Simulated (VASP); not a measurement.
A run of VASP 6.6.1 is set up as follows.

The input INCAR:

```
SYSTEM = Bi
PREC = Accurate
ENCUT = 520
EDIFF = 1E-6
ISMEAR = 1
SIGMA = 0.1
LREAL = .FALSE.
LASPH = .TRUE.
NELM = 100
ALGO = Normal
ISIF = 2
LWAVE = .FALSE.
LCHARG = .FALSE.
GGA = CA
NBANDS = 22
```

Contents of KPOINTS:

```
Automatic mesh
0
G
  6 6 6
  0 0 0
```

The input POSCAR:

```
Bi
1.0
    2.2408098706      1.2937321836      3.8916468644
   -2.2408098706      1.2937321836      3.8916468644
    0.0000000000     -2.5874643624      3.8916468660
Bi
2
Direct
    0.2350946137      0.2350946137      0.2350946137
    0.7649053863      0.7649053863      0.7649053863
```

Potentials or basis: VASP PAW LDA potentials, release 64 (Bi_d).

Command:

```console
$ cat potpaw_LDA.64/Bi_d/POTCAR > POTCAR
$ mpirun -np 1 vasp_std > vasp.out
```

(1) Predict the pressure.

(2) Predict the band gap on the k mesh.

(3) Estimate the largest force.

## Answers

(1) 0.1 GPa.

(2) zero (bands 15 and 16 overlap by 0.17 eV).

(3) 0.028 eV/Å.

Caveat: spin-orbit coupling is left out, which moves the levels of the heavy elements.
